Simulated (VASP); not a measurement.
# Ca (P6_3/mmc) in VASP: notebook

Ca is run at these levels: PBEsol; tasks: single point, relaxation of shape and atoms at fixed volume.

Program: VASP 6.6.1. These are calculated values, not measurements. Logs are shortened: lines on timing, memory, paths and dates and some standing lists are left out, and cuts for length are marked.

## (1) The cell of the first run

It takes space group P6_3/mmc (No. 194, hexagonal). The conventional cell has a = 3.731 Å, b = 3.731 Å, c = 6.155 Å, α = 90.00°, β = 90.00°, γ = 120.00°. Ca (site symmetry -6m2) has 12 Ca at 3.73 to 3.76 Å within 4.9 Å.

This isn't the form of Ca at room conditions, which is fcc.

## (2) Single point, PBEsol (37.10 Å³/atom)

INCAR reads:

```
PREC = Accurate
ENCUT = 520
EDIFF = 1E-7
ISMEAR = 0
SIGMA = 0.1
LREAL = F
LASPH = T
NELM = 80
ALGO = Fast
ISIF = 2
LWAVE = F
LCHARG = T
GGA = PS
LELF = T
LVHAR = T
NBANDS = 17
```

KPOINTS reads:

```
regular mesh
0
Gamma
  12 12 8
```

POSCAR reads:

```
Ca
1.0
    3.7310371056      0.0000000000      0.0000000000
   -1.8655185528      3.2311729159      0.0000000000
    0.0000000000      0.0000000000      6.1550314306
Ca
2
Direct
    0.3333333333      0.6666666667      0.2500000000
    0.6666666667      0.3333333333      0.7500000000
```

Potentials or basis: VASP PAW PBE potentials, release 64 (Ca_sv).

The run is started by

```sh
$ cat potpaw_PBE.64/Ca_sv/POTCAR > POTCAR
$ mpirun -np 1 vasp_std > vasp.out
```

OUTCAR:

```text
PREC = Accurate
   ENCUT = 520
   EDIFF = 1E-7
   ISMEAR = 0
   LREAL = F
   LASPH = T
   NELM = 80
   ISIF = 2
   GGA = PS

 ion  position               nearest neighbor table
   1  0.333  0.667  0.250-
   2  0.667  0.333  0.750-

  LATTYP: Found a hexagonal cell.
 ALAT       =     3.7310371056
 C/A-ratio  =     1.6496837894

  Lattice vectors:

 A1 = (   3.7310371056,   0.0000000000,   0.0000000000)
 A2 = (  -1.8655185528,   3.2311729159,   0.0000000000)
 A3 = (   0.0000000000,   0.0000000000,   6.1550314306)

Analysis of symmetry for initial positions (statically):
=====================================================================
 Subroutine PRICEL returns:
 Original cell was already a primitive cell.

 Routine SETGRP: Setting up the symmetry group for a
 hexagonal supercell.

 Subroutine GETGRP returns: Found 24 space group operations
 (whereof 12 operations were pure point group operations)
 out of a pool of 24 trial point group operations.

The static configuration has the point symmetry D_3d.
 The point group associated with its full space group is D_6h.

Analysis of symmetry for dynamics (positions and initial velocities):
=====================================================================
 Subroutine PRICEL returns:
 Original cell was already a primitive cell.

 Routine SETGRP: Setting up the symmetry group for a
 hexagonal supercell.

 Subroutine GETGRP returns: Found 24 space group operations
 (whereof 12 operations were pure point group operations)
 out of a pool of 24 trial point group operations.

The dynamic configuration has the point symmetry D_3d.
 The point group associated with its full space group is D_6h.

 Subroutine INISYM returns: Found 24 space group operations
 (whereof 12 operations are pure point group operations),
 and found     1 'primitive' translations

----------------------------------------------------------------------------------------

                                     Primitive cell

  volume of cell :      74.2028

  direct lattice vectors                    reciprocal lattice vectors
     3.731037106  0.000000000  0.000000000     0.268021993  0.154742570  0.000000000
    -1.865518553  3.231172916  0.000000000     0.000000000  0.309485139  0.000000000
     0.000000000  0.000000000  6.155031431     0.000000000  0.000000000  0.162468707

  length of vectors
     3.731037106  3.731037106  6.155031431     0.309485139  0.309485139  0.162468707

  position of ions in fractional coordinates (direct lattice)
     0.333333333  0.666666667  0.250000000
     0.666666667  0.333333333  0.750000000

  ion indices of the primitive-cell ions
   primitive index   ion index
                 1           1
                 2           2

----------------------------------------------------------------------------------------

 KPOINTS: regular mesh

Automatic generation of k-mesh.
 Grid dimensions read from file:
 generate k-points for:   12   12    8

 Generating k-lattice:

  Cartesian coordinates                     Fractional coordinates (reciprocal lattice)
     0.022335166  0.012895214  0.000000000     0.083333333 -0.000000000  0.000000000
     0.000000000  0.025790428  0.000000000     0.000000000  0.083333333  0.000000000
     0.000000000  0.000000000  0.020308588     0.000000000  0.000000000  0.125000000

  Length of vectors
     0.025790428  0.025790428  0.020308588

  Shift w.r.t. Gamma in fractional coordinates (k-lattice)
     0.000000000  0.000000000  0.000000000

 Subroutine IBZKPT returns following result:
 ===========================================

 Found     95 irreducible k-points:

 Following reciprocal coordinates:
            Coordinates               Weight
  0.000000  0.000000  0.000000      1.000000
  0.083333  0.000000  0.000000      6.000000
  0.166667  0.000000  0.000000      6.000000
  0.250000  0.000000  0.000000      6.000000
  0.333333  0.000000  0.000000      6.000000
  0.416667  0.000000  0.000000      6.000000
[... 16 lines left out ...]
  0.250000  0.000000  0.125000     12.000000
  0.333333  0.000000  0.125000     12.000000
 [... further k-points ...]
   k-points           NKPTS =     95   k-points in BZ     NKDIM =     95   number of bands    NBANDS=     17
   number of dos      NEDOS =    301   number of ions     NIONS =      2
   total plane-waves  NPLWV =  37632
   dimension x,y,z NGX =    28 NGY =   28 NGZ =   48
   dimension x,y,z NGXF=    56 NGYF=   56 NGZF=   96
   ions per type =               2
   NGX,Y,Z   is equivalent  to a cutoff of  12.48, 12.48, 12.96 a.u.
   NGXF,Y,Z  is equivalent  to a cutoff of  24.95, 24.95, 25.93 a.u.
 SYSTEM =  unknown system
   PREC   = accura    normal or accurate (medium, high low for compatibility)
   ISTART =      0    job   : 0-new  1-cont  2-samecut
   ICHARG =      2    charge: 1-file 2-atom 10-const
   ISPIN  =      1    spin polarized calculation?
   LNONCOLLINEAR =      F non collinear calculations
   LSORBIT =      F    spin-orbit coupling
   LASPH  =      T    aspherical Exc in radial PAW
   ENCUT  =  520.0 eV  38.22 Ry    6.18 a.u.   6.94  6.94 11.44*2*pi/ulx,y,z
   NELM   =     80;   NELMIN=  2; NELMDL= -5     # of ELM steps
   EDIFF  = 0.1E-06   stopping-criterion for ELM
   LREAL  =      F    real-space projection
   EDIFFG = 0.1E-05   stopping-criterion for IOM
   NSW    =      0    number of steps for IOM
   IBRION =     -1    ionic relax: 0-MD 1-quasi-New 2-CG
   NFREE  =      0    steps in history (QN), initial steepest desc. (CG)
   ISIF   =      2    stress and relaxation
   ISYM   =      2    0-nonsym 1-usesym 2-fastsym
   POTIM  = 0.5000    time-step for ionic-motion
   TEBEG  =    0.0;   TEEND  =   0.0 temperature during run
   PSTRESS=    0.0 pullay stress
   NELECT =      20.0000    total number of electrons
   NUPDOWN=      -1.0000    fix difference up-down
   EMIN   =  10.00;   EMAX   =-10.00  energy-range for DOS
   EFERMI =   0.00;   METHOD = LEGACY
   ISMEAR =     0;   SIGMA  =   0.10  broadening in eV -4-tet -1-fermi 0-gaus
   EFERMI_NEDOS =   21; number of points for ismear=-14 and -15
   IALGO  =     68    algorithm
   IMIX   =      4    mixing-type and parameters
     AMIX     =   0.40;   BMIX     =  1.00
     AMIX_MAG =   1.60;   BMIX_MAG =  1.00
  volume/ion in A,a.u.               =      37.10       250.37
  Fermi-wavevector in a.u.,A,eV,Ry     =   1.057495  1.998375 15.215324  1.118295
  Thomas-Fermi vector in A             =   2.192769
   LORBIT       =      0    0 simple, 1 ext, 2 COOP (PROOUT), +10 PAW based schemes
   GGA     = PS    functional components
   LHFCALC =     F    Hartree Fock is set to
   AEXX    =    0.0000 exact exchange contribution
   IVDW    =     0    specifies the selected vdW correction
   LEPSILON=     F    determine dielectric tensor
   LRPA    =     F    only Hartree local field effects (RPA)
 non-spin polarized calculation
 RMM-DIIS sequential band-by-band and
 Gauss-broadening in eV      SIGMA  =   0.10
  energy-cutoff  :      520.00
  volume of cell :       74.20
 maximum number of plane-waves:      2020
 NGX is ok and might be reduce to    28
   NGX = 13   NGY = 13   NGZ = 23

 number of electron      20.0000000 magnetization

 Free energy of the ion-electron system (eV)
  ---------------------------------------------------
  ext. energy  EPLUGINS =         0.00000000
  ---------------------------------------------------
  free energy    TOTEN  =        -4.22159175 eV

  energy without entropy =       -4.21244554  energy(sigma->0) =       -4.21701865

 E-fermi :   2.4780     XC(G=0):  -8.2301

 val. band max:        2.4570735621   @ k =   0.3333   0.3333   0.3750
 cond. band min:       2.4836614835   @ k =   0.3333   0.1667   0.0000
 fundamental gap:      0.0265879215
 Fermi energy:         2.4779558254

 k-point     1 :       0.0000    0.0000    0.0000
  band No.  band energies     occupation
      1     -39.1143      2.00000
      2     -39.0900      2.00000
      3     -20.2971      2.00000
      4     -20.1151      2.00000
      5     -20.1151      2.00000
      6     -20.0866      2.00000
[... 9 lines left out ...]
     16       5.2578      0.00000
     17       5.7462      0.00000

 k-point     2 :       0.0833    0.0000    0.0000
  band No.  band energies     occupation
      1     -39.1128      2.00000
      2     -39.0892      2.00000
      3     -20.2920      2.00000
      4     -20.1270      2.00000
      5     -20.1188      2.00000
      6     -20.0989      2.00000
[... 9 lines left out ...]
     16       5.3485      0.00000
     17       5.5967      0.00000

 k-point     3 :       0.1667    0.0000    0.0000
  band No.  band energies     occupation
      1     -39.1085      2.00000
      2     -39.0870      2.00000
      3     -20.2777      2.00000
      4     -20.1595      2.00000
      5     -20.1319      2.00000
      6     -20.1286      2.00000
[... 9 lines left out ...]
     16       5.2975      0.00000
     17       5.5387      0.00000

 k-point     4 :       0.2500    0.0000    0.0000
  band No.  band energies     occupation
      1     -39.1024      2.00000
      2     -39.0843      2.00000
      3     -20.2562      2.00000
      4     -20.2043      2.00000
      5     -20.1759      2.00000
      6     -20.1416      2.00000
[... 9 lines left out ...]
     16       5.6136      0.00000
     17       5.7289      0.00000

 k-point     5 :       0.3333    0.0000    0.0000
  band No.  band energies     occupation
      1     -39.0959      2.00000
      2     -39.0819      2.00000
      3     -20.2493      2.00000
      4     -20.2312      2.00000
      5     -20.2186      2.00000
      6     -20.1542      2.00000
[... 9 lines left out ...]
     16       6.0248      0.00000
     17       6.2746      0.00000

 k-point     6 :       0.4167    0.0000    0.0000
  band No.  band energies     occupation
      1     -39.0906      2.00000
      2     -39.0807      2.00000
      3     -20.2824      2.00000
      4     -20.2493      2.00000
      5     -20.2082      2.00000
      6     -20.1634      2.00000
[... 9 lines left out ...]
     16       6.5410      0.00000
     17       6.8488      0.00000

 k-point     7 :       0.5000    0.0000    0.0000
  band No.  band energies     occupation
      1     -39.0885      2.00000
      2     -39.0805      2.00000
      3     -20.2945      2.00000
      4     -20.2604      2.00000
      5     -20.1975      2.00000
      6     -20.1667      2.00000
[... 9 lines left out ...]
     16       7.0331      0.00000
     17       7.0534      0.00000

 k-point     8 :       0.0833    0.0833    0.0000
  band No.  band energies     occupation
      1     -39.1098      2.00000
      2     -39.0877      2.00000
      3     -20.2823      2.00000
      4     -20.1471      2.00000
      5     -20.1322      2.00000
      6     -20.1154      2.00000
[... 9 lines left out ...]
     16       5.3449      0.00000
     17       5.5331      0.00000
[... 203 lines left out ...]
      1     -39.0823      2.00000
      2     -39.0823      2.00000
      3     -20.2550      2.00000
      4     -20.2250      2.00000
      5     -20.2250      2.00000
      6     -20.1911      2.00000
[... 9 lines left out ...]
     16       6.5609      0.00000
     17       6.6587      0.00000

 k-point    20 :       0.0000    0.0000    0.1250
  band No.  band energies     occupation
      1     -39.1134      2.00000
      2     -39.0909      2.00000
      3     -20.2890      2.00000
      4     -20.1140      2.00000
      5     -20.1140      2.00000
      6     -20.0877      2.00000
[... 9 lines left out ...]
     16       5.2151      0.00000
     17       5.8255      0.00000

 k-point    21 :       0.0833    0.0000    0.1250
  band No.  band energies     occupation
      1     -39.1119      2.00000
      2     -39.0901      2.00000
      3     -20.2844      2.00000
      4     -20.1257      2.00000
      5     -20.1176      2.00000
      6     -20.1025      2.00000
[... 9 lines left out ...]
     16       5.2956      0.00000
     17       5.7211      0.00000

 k-point    22 :       0.1667    0.0000    0.1250
  band No.  band energies     occupation
      1     -39.1076      2.00000
      2     -39.0878      2.00000
      3     -20.2717      2.00000
      4     -20.1574      2.00000
      5     -20.1360      2.00000
      6     -20.1273      2.00000
[... 9 lines left out ...]
     16       5.4544      0.00000
     17       5.5934      0.00000

 k-point    23 :       0.2500    0.0000    0.1250
  band No.  band energies     occupation
      1     -39.1017      2.00000
      2     -39.0850      2.00000
      3     -20.2550      2.00000
      4     -20.1990      2.00000
      5     -20.1795      2.00000
      6     -20.1401      2.00000
[... 9 lines left out ...]
     16       5.7060      0.00000
     17       5.7275      0.00000

 k-point    24 :       0.3333    0.0000    0.1250
  band No.  band energies     occupation
      1     -39.0954      2.00000
      2     -39.0825      2.00000
      3     -20.2592      2.00000
      4     -20.2266      2.00000
      5     -20.2120      2.00000
      6     -20.1526      2.00000
[... 9 lines left out ...]
     16       6.0553      0.00000
     17       6.2180      0.00000

 [... further k-points ...]

------------------------ aborting loop because EDIFF is reached ----------------------------------------

  FORCE on cell =-STRESS in cart. coord.  units (eV):
  Direction    XX          YY          ZZ          XY          YZ          ZX
  --------------------------------------------------------------------------------------
  -------------------------------------------------------------------------------------
  Total        0.9066646      0.9066646      0.9530553      0.0000000     -0.0000000      0.0000000
  in kB       19.5765977     19.5765977     20.5782605      0.0000000     -0.0000000      0.0000000
  external PRESSURE =      19.9104853 kB  Pullay stress =       0.0000000 kB

 VOLUME and BASIS-vectors are now :
 -----------------------------------------------------------------------------
  energy-cutoff  :      520.00
  volume of cell :       74.20
      direct lattice vectors                 reciprocal lattice vectors
     3.731037106  0.000000000  0.000000000     0.268021993  0.154742570  0.000000000
    -1.865518553  3.231172916  0.000000000     0.000000000  0.309485139  0.000000000
     0.000000000  0.000000000  6.155031431     0.000000000  0.000000000  0.162468707

 POSITION                                       TOTAL-FORCE (eV/Angst)
 -----------------------------------------------------------------------------------
     -0.00000      2.15412      1.53876        -0.000000     -0.000000      0.000000
      1.86552      1.07706      4.61627         0.000000      0.000000      0.000000
 -----------------------------------------------------------------------------------
    total drift:                               -0.000000      0.000000     -0.000000

  FREE ENERGIE OF THE ION-ELECTRON SYSTEM (eV)
  ---------------------------------------------------
  free  energy   TOTEN  =        -4.2215917534 eV

  energy  without entropy=       -4.2124455387  energy(sigma->0) =       -4.21701865
```

Wall time 2.7 min (1 thread of Intel Xeon 6975P-C (Granite Rapids), shared host); peak memory 0.25 GiB.

Results:

```yaml
Free_energy: -4.2216 eV
Pressure: 2.0 GPa
Band_gap_on_the_k_mesh: zero (bands 10 and 11 overlap by 0.40 eV)
```

Levels at points of the mesh, in eV from the Fermi level:
| k point | band 7 | band 8 | band 9 | band 10 | band 11 | band 12 | band 13 | band 14 |
| --- | --- | --- | --- | --- | --- | --- | --- | --- |
| (0.00, 0.00, 0.00) | -22.56 | -22.56 | -4.32 | -1.16 | -0.14 | 2.37 | 2.43 | 2.43 |
| (0.50, 0.00, 0.00) | -22.60 | -22.60 | -1.16 | -0.67 | 0.08 | 0.29 | 1.46 | 2.06 |
| (0.00, 0.00, 0.50) | -22.58 | -22.58 | -3.21 | -3.21 | 1.40 | 1.40 | 2.42 | 2.42 |
| (0.50, 0.00, 0.50) | -22.62 | -22.62 | -0.80 | -0.80 | 0.20 | 0.20 | 1.48 | 1.48 |

Caveat: the PAW data sets were made with another functional, which shifts forces and pressure a little.

## (3) Single point, PBEsol (38.32 Å³/atom)

This run uses another cell than the first one, of 38.32 Å³/atom.

INCAR reads:

```
SYSTEM = Ca
PREC     = Accurate       ! precision mode
ENCUT    = 520            ! plane-wave cutoff, eV
EDIFF    = 1E-7           ! SCF threshold, eV
ISMEAR   = 0              ! smearing method
SIGMA    = 0.1            ! smearing width, eV
LREAL    = .FALSE.        ! projectors in reciprocal space
LASPH    = .TRUE.         ! aspherical terms in the spheres
NELM     = 60             ! most SCF steps
ALGO     = Normal         ! electronic algorithm
ISIF     = 2              ! what is computed and relaxed
LWAVE    = .FALSE.        ! write WAVECAR
LCHARG   = .FALSE.        ! write CHGCAR
GGA      = PS             ! functional
NBANDS   = 17             ! bands
```

KPOINTS reads:

```
Automatic mesh
0
G
  12 12 8
  0 0 0
```

POSCAR reads:

```
Ca
1.0
    3.7749886203      0.0000000000      0.0000000000
   -1.8874943102      3.2692360442      0.0000000000
    0.0000000000      0.0000000000      6.2107575938
Ca
2
Direct
    0.3333333333      0.6666666667      0.2500000000
    0.6666666667      0.3333333333      0.7500000000
```

Potentials or basis: VASP PAW PBE potentials, release 64 (Ca_sv).

The run is started by

```sh
$ cat potpaw_PBE.64/Ca_sv/POTCAR > POTCAR
$ mpirun -np 1 vasp_std > vasp.out
```

Run time: 94 s. Hardware: 1 thread of Intel Xeon 6975P-C (Granite Rapids), shared host; peak memory 0.24 GiB.

It converged, with:

```yaml
Free_energy: -4.2466 eV
Pressure: 1.2 GPa
Band_gap_on_the_k_mesh: zero (bands 10 and 11 overlap by 0.43 eV)
```

Stress tensor (GPa, compression positive):
```
1.20 0.00 0.00
0.00 1.20 0.00
0.00 0.00 1.34
```

Levels at points of the mesh, in eV from the Fermi level:
```
           k point  band 7  band 8  band 9  band 10  band 11  band 12  band 13  band 14
(0.00, 0.00, 0.00)  -22.65  -22.64   -4.27    -1.14    -0.17     2.34     2.38     2.38
(0.50, 0.00, 0.00)  -22.69  -22.68   -1.16    -0.69     0.11     0.30     1.43     2.02
(0.00, 0.00, 0.50)  -22.66  -22.66   -3.18    -3.18     1.39     1.39     2.37     2.37
(0.50, 0.00, 0.50)  -22.69  -22.69   -0.78    -0.78     0.16     0.16     1.47     1.47
```

Caveat: the PAW data sets were made with another functional, which shifts forces and pressure a little.

## (4) Single point, PBEsol (39.55 Å³/atom)

This run uses another cell than the first one, of 39.55 Å³/atom.

INCAR reads:

```
SYSTEM = Ca
PREC = Accurate
ENCUT = 520
EDIFF = 1E-6
ISMEAR = 0
SIGMA = 0.1
LREAL = .False.
LASPH = .True.
NELM = 100
ALGO = Fast
ISIF = 2
LWAVE = .False.
LCHARG = .False.
GGA = PS
NBANDS = 17
```

KPOINTS reads:

```
regular mesh
0
Gamma
  12 12 8
  0 0 0
```

POSCAR reads:

```
Ca
1.0
    3.8147282630      0.0000000000      0.0000000000
   -1.9073641315      3.3036515843      0.0000000000
    0.0000000000      0.0000000000      6.2761387942
Ca
2
Direct
    0.3333333333      0.6666666667      0.2500000000
    0.6666666667      0.3333333333      0.7500000000
```

The run is started by

```sh
$ cat potpaw_PBE.64/Ca_sv/POTCAR > POTCAR
$ mpirun -np 1 vasp_std > vasp.out
```

Run time: 2.1 min. Hardware: 1 thread of Intel Xeon 6975P-C (Granite Rapids), shared host; peak memory 0.25 GiB.

Results (log left out):

- Free energy: -4.2610 eV
- Pressure: 0.6 GPa
- Band gap on the k mesh: zero (bands 10 and 11 overlap by 0.44 eV)

Levels at points of the mesh, in eV from the Fermi level:
| k point | band 7 | band 8 | band 9 | band 10 | band 11 | band 12 | band 13 | band 14 |
| --- | --- | --- | --- | --- | --- | --- | --- | --- |
| (0.00, 0.00, 0.00) | -22.73 | -22.72 | -4.22 | -1.13 | -0.20 | 2.30 | 2.34 | 2.34 |
| (0.50, 0.00, 0.00) | -22.76 | -22.75 | -1.16 | -0.70 | 0.13 | 0.31 | 1.40 | 1.97 |
| (0.00, 0.00, 0.50) | -22.74 | -22.74 | -3.15 | -3.15 | 1.38 | 1.38 | 2.33 | 2.33 |
| (0.50, 0.00, 0.50) | -22.77 | -22.77 | -0.76 | -0.76 | 0.13 | 0.13 | 1.45 | 1.45 |

Caveat: the PAW data sets were made with another functional, which shifts forces and pressure a little.

[end of part 1 of 2]

The gap in the log of VASP goes by the Fermi energy; the results here count the filled bands.